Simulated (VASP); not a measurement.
Wanted: the native input for a VASP 6.6.1 run.

- Task: single point
- Functional: r2SCAN
- Potentials or basis: VASP PAW PBE potentials, release 64 (Cd, S)
- Cutoff: 520 eV
- k mesh: 8 × 8 × 8
- Occupations: gaussian, width 0.05 eV
- Spin: no spin polarisation
- Dipole correction: no
- Further INCAR settings: ALGO = Normal; EDIFF = 1e-07; NBANDS = 16

Crystal: CdS.

```
CELL_PARAMETERS angstrom
0.00000 2.72691 2.72691
2.72691 0.00000 2.72691
2.72691 2.72691 0.00000
ATOMIC_POSITIONS crystal
Cd 0.99575 0.00425 0.00425
S 0.51489 0.48511 0.48511
```

The input as run:

POSCAR

```
CdS
1.0
    0.0000000000      2.7269062253      2.7269062253
    2.7269062253      0.0000000000      2.7269062253
    2.7269062253      2.7269062253      0.0000000000
Cd S
1 1
Direct
   -0.0042461853      0.0042461853      0.0042461853
    0.5148886675      0.4851113325      0.4851113325
```

INCAR.step1

```
PREC     = Accurate       # precision mode
ENCUT    = 520            # plane-wave cutoff, eV
ISMEAR   = 0              # smearing method
SIGMA    = 0.05           # smearing width, eV
LREAL    = False          # projectors in reciprocal space
LASPH    = True           # aspherical terms in the spheres
NELM     = 60             # most SCF steps
NBANDS   = 16             # bands
GGA      = PE             # functional
ALGO     = Normal         # electronic algorithm
EDIFF    = 1E-4           # SCF threshold, eV
LWAVE    = True           # write WAVECAR
LCHARG   = False          # write CHGCAR
```

INCAR.step2

```
PREC     = Accurate       # precision mode
ENCUT    = 520            # plane-wave cutoff, eV
EDIFF    = 1E-7           # SCF threshold, eV
ISMEAR   = 0              # smearing method
SIGMA    = 0.05           # smearing width, eV
LREAL    = False          # projectors in reciprocal space
LASPH    = True           # aspherical terms in the spheres
NELM     = 60             # most SCF steps
ALGO     = Normal         # electronic algorithm
ISIF     = 2              # what is computed and relaxed
LWAVE    = False          # write WAVECAR
LCHARG   = True           # write CHGCAR
METAGGA  = R2SCAN         # meta-GGA
LMIXTAU  = True         
LELF     = True           # ELF
LVHAR    = True         
NBANDS   = 16             # bands
ISTART   = 1
```

KPOINTS

```
regular mesh
0
Gamma
  8 8 8
```

Potentials or basis: VASP PAW PBE potentials, release 64 (Cd, S).

The run is started by

```console
$ cat potpaw_PBE.64/Cd/POTCAR potpaw_PBE.64/S/POTCAR > POTCAR
$ cp INCAR.step1 INCAR
$ mpirun -np 1 vasp_std > vasp.out
$ cp INCAR.step2 INCAR
$ mpirun -np 1 vasp_std > vasp.out
```

Results of the run:

The pressure is 0.8 GPa and the largest force is 0.213 eV/Å. The band gap on the k mesh is 0.76 eV, indirect (least direct gap 2.34 eV).

Caveat: the PAW data sets were made with another functional, which shifts forces and pressure a little.

It took 110 s on 1 thread of Intel(R) Xeon(R) 6975P-C (Granite Rapids) (shared host), peak memory 0.19 GiB.
